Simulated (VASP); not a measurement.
# MgO (P3m1) in VASP: notebook, part 2 of 3

VASP 6.6.1. Earlier steps stand in the parts before.

### Step 3. Single point, LDA (the distance across one plane changed)

Input file INCAR:

```
PREC     = Accurate       # precision mode
ENCUT    = 520            # plane-wave cutoff, eV
EDIFF    = 1E-6           # SCF threshold, eV
ISMEAR   = 0              # smearing method
SIGMA    = 0.05           # smearing width, eV
LREAL    = F              # projectors in reciprocal space
LASPH    = T              # aspherical terms in the spheres
NELM     = 80             # most SCF steps
ALGO     = Normal         # electronic algorithm
ISIF     = 2              # what is computed and relaxed
LWAVE    = F              # write WAVECAR
LCHARG   = T              # write CHGCAR
LELF     = T              # ELF
LVHAR    = T            
NBANDS   = 36             # bands
```

Input file KPOINTS:

```
regular mesh
0
Gamma
  9 9 2
```

Input file POSCAR:

```
MgO
1.0
    2.1351500000     -2.1351500000      0.0000000000
    2.1351500000      0.0000000000     -2.1351500000
    8.3673949192      8.3673949192      8.3673949192
Mg O
6 6
Direct
    0.6666666667      0.6666666667      0.0425291667
    0.0000000000      0.0000000000      0.8931125006
    0.3333333333      0.3333333333      0.2126458335
    0.6666666667      0.6666666667      0.5528791671
    0.0000000000      0.0000000000      0.3827625003
    0.3333333333      0.3333333333      0.7229958338
    0.6666666667      0.6666666667      0.2977041669
    0.0000000000      0.0000000000      0.1275875001
    0.3333333333      0.3333333333      0.4678208337
    0.6666666667      0.6666666667      0.8080541672
    1.0000000000      1.0000000000      0.6379375004
    0.3333333333      0.3333333333      0.9781708340
```

Potentials or basis: VASP PAW LDA potentials, release 64 (Mg, O).

Command:

```console
$ cat potpaw_LDA.64/Mg/POTCAR potpaw_LDA.64/O/POTCAR > POTCAR
$ mpirun -np 1 vasp_std > vasp.out
```

OUTCAR:

```text
PREC = Accurate
   ENCUT = 520
   EDIFF = 1E-6
   ISMEAR = 0
   LREAL = F
   LASPH = T
   NELM = 80
   ISIF = 2

 ion  position               nearest neighbor table
   1  0.667  0.667  0.043-  12 1.98  12 1.98  12 1.98   8 2.14   8 2.14   8 2.14   2 2.78   2 2.78
                             2 2.78   3 3.02   3 3.02   3 3.02
   2  0.000  0.000  0.893-  10 2.14  12 2.14  10 2.14  10 2.14  12 2.14  12 2.14   1 2.78   1 2.78
                             1 2.78   6 3.02   6 3.02   6 3.02
   3  0.333  0.333  0.213-   8 2.14   7 2.14   7 2.14   8 2.14   8 2.14   7 2.14   5 3.02   1 3.02
                             1 3.02   5 3.02   5 3.02   1 3.02
   4  0.667  0.667  0.553-  11 2.14  11 2.14  11 2.14   9 2.14   9 2.14   9 2.14   6 3.02   6 3.02
                             6 3.02   5 3.02   5 3.02   5 3.02
   5  0.000  0.000  0.383-   7 2.14   9 2.14   7 2.14   7 2.14   9 2.14   9 2.14   3 3.02   4 3.02
                             3 3.02   3 3.02   4 3.02   4 3.02
   6  0.333  0.333  0.723-  11 2.14  10 2.14  10 2.14  11 2.14  11 2.14  10 2.14   4 3.02   4 3.02
                             4 3.02   2 3.02   2 3.02   2 3.02
   7  0.667  0.667  0.298-   3 2.14   3 2.14   5 2.14   5 2.14   5 2.14   3 2.14
   8  0.000  0.000  0.128-   1 2.14   3 2.14   1 2.14   1 2.14   3 2.14   3 2.14
   9  0.333  0.333  0.468-   4 2.14   4 2.14   5 2.14   5 2.14   5 2.14   4 2.14
  10  0.667  0.667  0.808-   6 2.14   6 2.14   2 2.14   2 2.14   2 2.14   6 2.14
  11  0.000  0.000  0.638-   4 2.14   4 2.14   4 2.14   6 2.14   6 2.14   6 2.14
  12  0.333  0.333  0.978-   1 1.98   1 1.98   1 1.98   2 2.14   2 2.14   2 2.14

  LATTYP: Found a hexagonal cell.
 ALAT       =     3.0195580877
 C/A-ratio  =     4.7996271991

  Lattice vectors:

 A1 = (  -2.1351500000,   0.0000000000,   2.1351500000)
 A2 = (   2.1351500000,  -2.1351500000,   0.0000000000)
 A3 = (   8.3673949192,   8.3673949192,   8.3673949192)

Analysis of symmetry for initial positions (statically):
=====================================================================
 Subroutine PRICEL returns:
 Original cell was already a primitive cell.

 Routine SETGRP: Setting up the symmetry group for a
 hexagonal supercell.

 Subroutine GETGRP returns: Found  6 space group operations
 (whereof  6 operations were pure point group operations)
 out of a pool of 24 trial point group operations.

The static configuration has the point symmetry C_3v.

Analysis of symmetry for dynamics (positions and initial velocities):
=====================================================================
 Subroutine PRICEL returns:
 Original cell was already a primitive cell.

 Routine SETGRP: Setting up the symmetry group for a
 hexagonal supercell.

 Subroutine GETGRP returns: Found  6 space group operations
 (whereof  6 operations were pure point group operations)
 out of a pool of 24 trial point group operations.

The dynamic configuration has the point symmetry C_3v.

 Subroutine INISYM returns: Found  6 space group operations
 (whereof  6 operations are pure point group operations),
 and found     1 'primitive' translations

----------------------------------------------------------------------------------------

                                     Primitive cell

  volume of cell :     114.4375

  direct lattice vectors                    reciprocal lattice vectors
     2.135150000 -2.135150000  0.000000000     0.156117057 -0.312234113  0.156117057
     2.135150000  0.000000000 -2.135150000     0.156117057  0.156117057 -0.312234113
[... 92 lines left out ...]
   NGX,Y,Z   is equivalent  to a cutoff of  13.21, 13.21, 12.39 a.u.
   NGXF,Y,Z  is equivalent  to a cutoff of  26.43, 26.43, 24.78 a.u.
 SYSTEM =  unknown system
   PREC   = accura    normal or accurate (medium, high low for compatibility)
   ISTART =      0    job   : 0-new  1-cont  2-samecut
   ICHARG =      2    charge: 1-file 2-atom 10-const
   ISPIN  =      1    spin polarized calculation?
   LNONCOLLINEAR =      F non collinear calculations
   LSORBIT =      F    spin-orbit coupling
   LASPH  =      T    aspherical Exc in radial PAW
   ENCUT  =  520.0 eV  38.22 Ry    6.18 a.u.   5.61  5.61 26.95*2*pi/ulx,y,z
   NELM   =     80;   NELMIN=  2; NELMDL= -5     # of ELM steps
   EDIFF  = 0.1E-05   stopping-criterion for ELM
   LREAL  =      F    real-space projection
   EDIFFG = 0.1E-04   stopping-criterion for IOM
   NSW    =      0    number of steps for IOM
   IBRION =     -1    ionic relax: 0-MD 1-quasi-New 2-CG
   NFREE  =      0    steps in history (QN), initial steepest desc. (CG)
   ISIF   =      2    stress and relaxation
   ISYM   =      2    0-nonsym 1-usesym 2-fastsym
   POTIM  = 0.5000    time-step for ionic-motion
   TEBEG  =    0.0;   TEEND  =   0.0 temperature during run
   PSTRESS=    0.0 pullay stress
   NELECT =      48.0000    total number of electrons
   NUPDOWN=      -1.0000    fix difference up-down
   EMIN   =  10.00;   EMAX   =-10.00  energy-range for DOS
   EFERMI =   0.00;   METHOD = LEGACY
   ISMEAR =     0;   SIGMA  =   0.05  broadening in eV -4-tet -1-fermi 0-gaus
   EFERMI_NEDOS =   21; number of points for ismear=-14 and -15
   IALGO  =     38    algorithm
   IMIX   =      4    mixing-type and parameters
     AMIX     =   0.40;   BMIX     =  1.00
     AMIX_MAG =   1.60;   BMIX_MAG =  1.00
  volume/ion in A,a.u.               =       9.54        64.36
  Fermi-wavevector in a.u.,A,eV,Ry     =   1.225460  2.315784 20.432579  1.501752
  Thomas-Fermi vector in A             =   2.360497
   LORBIT       =      0    0 simple, 1 ext, 2 COOP (PROOUT), +10 PAW based schemes
   GGA     = CA    functional components
   LHFCALC =     F    Hartree Fock is set to
   AEXX    =    0.0000 exact exchange contribution
   IVDW    =     0    specifies the selected vdW correction
   LEPSILON=     F    determine dielectric tensor
   LRPA    =     F    only Hartree local field effects (RPA)
 non-spin polarized calculation
 Gauss-broadening in eV      SIGMA  =   0.05
  energy-cutoff  :      520.00
  volume of cell :      114.44
 maximum number of plane-waves:      3125
   NGX = 11   NGY = 11   NGZ = 53

 number of electron      48.0000027 magnetization

 Free energy of the ion-electron system (eV)
  ---------------------------------------------------
  ext. energy  EPLUGINS =         0.00000000
  ---------------------------------------------------
  free energy    TOTEN  =       -79.94201892 eV

  energy without entropy =      -79.94201892  energy(sigma->0) =      -79.94201892

 E-fermi :   3.5876     XC(G=0): -11.4905

 val. band max:        3.3398244260   @ k =   0.0000   0.0000   0.0000
 cond. band min:       6.9778857294   @ k =   0.0000   0.0000   0.0000
 fundamental gap:      3.6380613034
 Fermi energy:         3.5875748973

 k-point     1 :       0.0000    0.0000    0.0000
  band No.  band energies     occupation
      1     -14.7612      2.00000
      2     -14.1331      2.00000
      3     -13.7126      2.00000
      4     -13.2930      2.00000
      5     -12.8993      2.00000
      6     -12.3304      2.00000
[... 925 lines left out ...]
     35      14.4447      0.00000
     36      14.5322      0.00000

------------------------ aborting loop because EDIFF is reached ----------------------------------------

  FORCE on cell =-STRESS in cart. coord.  units (eV):
  Direction    XX          YY          ZZ          XY          YZ          ZX
  --------------------------------------------------------------------------------------
  -------------------------------------------------------------------------------------
  Total       -6.9377346     -6.9377346     -6.9377346      1.0025598      1.0025598      1.0025598
  in kB      -97.1314699    -97.1314699    -97.1314699     14.0362978     14.0362978     14.0362978
  external PRESSURE =     -97.1314699 kB  Pullay stress =       0.0000000 kB

 VOLUME and BASIS-vectors are now :
 -----------------------------------------------------------------------------
  energy-cutoff  :      520.00
  volume of cell :      114.44
      direct lattice vectors                 reciprocal lattice vectors
     2.135150000 -2.135150000  0.000000000     0.156117057 -0.312234113  0.156117057
     2.135150000  0.000000000 -2.135150000     0.156117057  0.156117057 -0.312234113
     8.367394919  8.367394919  8.367394919     0.039837170  0.039837170  0.039837170

 POSITION                                       TOTAL-FORCE (eV/Angst)
 -----------------------------------------------------------------------------------
      3.20273     -1.06758     -1.06758         1.836777      1.836777      1.836777
      7.47302      7.47302      7.47302        -0.574592     -0.574592     -0.574592
      3.20273      1.06758      1.06758        -0.160041     -0.160041     -0.160041
      7.47303      3.20273      3.20273        -0.164032     -0.164032     -0.164032
      3.20273      3.20273      3.20273        -0.164162     -0.164162     -0.164162
      7.47302      5.33787      5.33787        -0.161425     -0.161425     -0.161425
      5.33788      1.06758      1.06758         0.164582      0.164582      0.164582
      1.06758      1.06758      1.06758         0.252033      0.252033      0.252033
      5.33788      3.20273      3.20273         0.163977      0.163977      0.163977
      9.60817      5.33787      5.33787         0.154600      0.154600      0.154600
      5.33787      5.33787      5.33787         0.164226      0.164226      0.164226
      9.60817      7.47302      7.47302        -1.511944     -1.511944     -1.511944
 -----------------------------------------------------------------------------------
    total drift:                               -0.000280     -0.000280     -0.000280

  FREE ENERGIE OF THE ION-ELECTRON SYSTEM (eV)
  ---------------------------------------------------
  free  energy   TOTEN  =       -79.9420189207 eV

  energy  without entropy=      -79.9420189207  energy(sigma->0) =      -79.94201892
```

Wall time 82 s (1 thread of Intel Xeon Platinum 8488C (Sapphire Rapids), shared host); peak memory 0.23 GiB.

What came out:

* Free energy: -79.9420 eV
* Pressure: -9.7 GPa
* Largest force: 3.181 eV/Å
* Band gap on the k mesh: 3.64 eV

Forces in eV/Å, atoms in the order of the input:
```
Mg   1.837  1.837  1.837
Mg  -0.575 -0.575 -0.575
Mg  -0.160 -0.160 -0.160
Mg  -0.164 -0.164 -0.164
Mg  -0.164 -0.164 -0.164
Mg  -0.161 -0.161 -0.161
O    0.165  0.165  0.165
O    0.252  0.252  0.252
O    0.164  0.164  0.164
O    0.155  0.155  0.155
O    0.164  0.164  0.164
O   -1.512 -1.512 -1.512
```

Levels at points of the mesh, in eV from the valence-band top:
| k point | band 20 | band 21 | band 22 | band 23 | band 24 | band 25 | band 26 | band 27 | band 28 | band 29 |
| --- | --- | --- | --- | --- | --- | --- | --- | --- | --- | --- |
| (0.00, 0.00, 0.00) | -0.42 | -0.42 | -0.37 | 0.00 | 0.00 | 3.64 | 5.05 | 5.33 | 6.33 | 6.76 |
| (0.00, 0.00, 0.50) | -0.63 | -0.42 | -0.42 | 0.00 | 0.00 | 3.88 | 4.47 | 5.94 | 6.10 | 6.74 |

Caveat: the cell differs from its parent crystal (the distance across one plane changed); the cell stands under tension; an odd mesh through Γ misses points on the zone boundary, where band edges can lie; forces of over 1 eV/Å act on the atoms, so gaps and moduli don't describe the material at rest.

### Step 4. Single point, LDA (the distance across one plane changed)

Input file INCAR:

```
PREC = Accurate ; ENCUT = 520
EDIFF = 1E-7 ; ISMEAR = 0
SIGMA = 0.05 ; LREAL = F
LASPH = T ; NELM = 60
ALGO = Normal ; ISIF = 2
LWAVE = F ; LCHARG = F
NBANDS = 36
```

KPOINTS is that of step 3.

Input file POSCAR:

```
MgO
1.0
    2.1351500000     -2.1351500000      0.0000000000
    2.1351500000      0.0000000000     -2.1351500000
    8.8292751346      8.8292751346      8.8292751346
Mg O
6 6
Direct
    0.6666666667      0.6666666667      0.0403043656
    0.0000000000      0.0000000000      0.8463916784
    0.3333333333      0.3333333333      0.2015218282
    0.6666666667      0.6666666667      0.5239567533
    0.0000000000      0.0000000000      0.3627392907
    0.3333333333      0.3333333333      0.6851742158
    0.6666666667      0.6666666667      0.2821305595
    0.0000000000      0.0000000000      0.1209130969
    0.3333333333      0.3333333333      0.4433480220
    0.6666666667      0.6666666667      0.7657829471
    1.0000000000      1.0000000000      0.6045654846
    0.3333333333      0.3333333333      0.9270004096
```

Potentials or basis: VASP PAW LDA potentials, release 64 (Mg, O).

Command:

```console
$ cat potpaw_LDA.64/Mg/POTCAR potpaw_LDA.64/O/POTCAR > POTCAR
$ mpirun -np 1 vasp_std > vasp.out
```

OUTCAR:

```text
PREC = Accurate
   ENCUT = 520
   EDIFF = 1E-7
   ISMEAR = 0
   LREAL = F
   LASPH = T
   NELM = 60
   ISIF = 2

 ion  position               nearest neighbor table
   1  0.667  0.667  0.040-   8 2.14   8 2.14   8 2.14  12 2.46  12 2.46  12 2.46   3 3.02   3 3.02
                             3 3.02   2 3.44   2 3.44   2 3.44
   2  0.000  0.000  0.846-  12 2.14  12 2.14  12 2.14  10 2.14  10 2.14  10 2.14   6 3.02   6 3.02
                             6 3.02   1 3.44   1 3.44   1 3.44
   3  0.333  0.333  0.202-   7 2.14   7 2.14   8 2.14   8 2.14   8 2.14   7 2.14   5 3.02   5 3.02
                             5 3.02   1 3.02   1 3.02   1 3.02
   4  0.667  0.667  0.524-   9 2.14   9 2.14  11 2.14  11 2.14  11 2.14   9 2.14   6 3.02   6 3.02
                             6 3.02   5 3.02   5 3.02   5 3.02
[... 1170 lines left out ...]
  volume of cell :      120.75
      direct lattice vectors                 reciprocal lattice vectors
     2.135150000 -2.135150000  0.000000000     0.156117057 -0.312234113  0.156117057
     2.135150000  0.000000000 -2.135150000     0.156117057  0.156117057 -0.312234113
     8.829275135  8.829275135  8.829275135     0.037753194  0.037753194  0.037753194

 POSITION                                       TOTAL-FORCE (eV/Angst)
 -----------------------------------------------------------------------------------
      3.20272     -1.06758     -1.06758        -1.585460     -1.585460     -1.585460
      7.47303      7.47303      7.47303         0.743481      0.743481      0.743481
      3.20272      1.06758      1.06758         0.250487      0.250487      0.250487
      7.47303      3.20273      3.20273         0.250446      0.250446      0.250446
      3.20272      3.20272      3.20272         0.250208      0.250208      0.250208
      7.47302      5.33787      5.33787         0.248654      0.248654      0.248654
      5.33788      1.06758      1.06758        -0.248614     -0.248614     -0.248614
      1.06757      1.06757      1.06757        -0.246290     -0.246290     -0.246290
      5.33787      3.20273      3.20273        -0.250085     -0.250085     -0.250085
      9.60818      5.33787      5.33787        -0.256655     -0.256655     -0.256655
      5.33788      5.33788      5.33788        -0.251119     -0.251119     -0.251119
      9.60817      7.47302      7.47302         1.094948      1.094948      1.094948
 -----------------------------------------------------------------------------------
    total drift:                                0.000032      0.000032      0.000032

  FREE ENERGIE OF THE ION-ELECTRON SYSTEM (eV)
  ---------------------------------------------------
  free  energy   TOTEN  =       -79.0337591988 eV

  energy  without entropy=      -79.0337591988  energy(sigma->0) =      -79.03375920
```

stdout:

```text
POSCAR found type information on POSCAR MgO
 POSCAR found :  2 types and      12 ions
 scaLAPACK will be used
 LDA part: xc-table for (Slater(with rela. corr.)+CA(PZ))
 , standard interpolation
 POSCAR, INCAR and KPOINTS ok, starting setup
 FFT: planning ... GRIDC
 FFT: planning ... GRID_SOFT
 FFT: planning ... GRID
 WAVECAR not read
 entering main loop
```

It took 97 s on 1 thread of Intel Xeon Platinum 8488C (Sapphire Rapids), shared host; peak memory 0.24 GiB.

Results:

- Free energy: -79.0338 eV
- Pressure: -15.2 GPa
- Largest force: 2.746 eV/Å
- Band gap on the k mesh: 1.72 eV

Forces on the atoms (eV/Å):
```
Mg  -1.585 -1.585 -1.585
Mg   0.743  0.743  0.743
Mg   0.250  0.250  0.250
Mg   0.250  0.250  0.250
Mg   0.250  0.250  0.250
Mg   0.249  0.249  0.249
O   -0.249 -0.249 -0.249
O   -0.246 -0.246 -0.246
O   -0.250 -0.250 -0.250
O   -0.257 -0.257 -0.257
O   -0.251 -0.251 -0.251
O    1.095  1.095  1.095
```

Stress tensor (GPa, compression positive):
```
-15.17  -3.27  -3.27
 -3.27 -15.17  -3.27
 -3.27  -3.27 -15.17
```

Caveat: the cell differs from its parent crystal (the distance across one plane changed); the cell stands under tension; an odd mesh through Γ misses points on the zone boundary, where band edges can lie; forces of over 1 eV/Å act on the atoms, so gaps and moduli don't describe the material at rest.

(Part 2 of 3 ends here.)
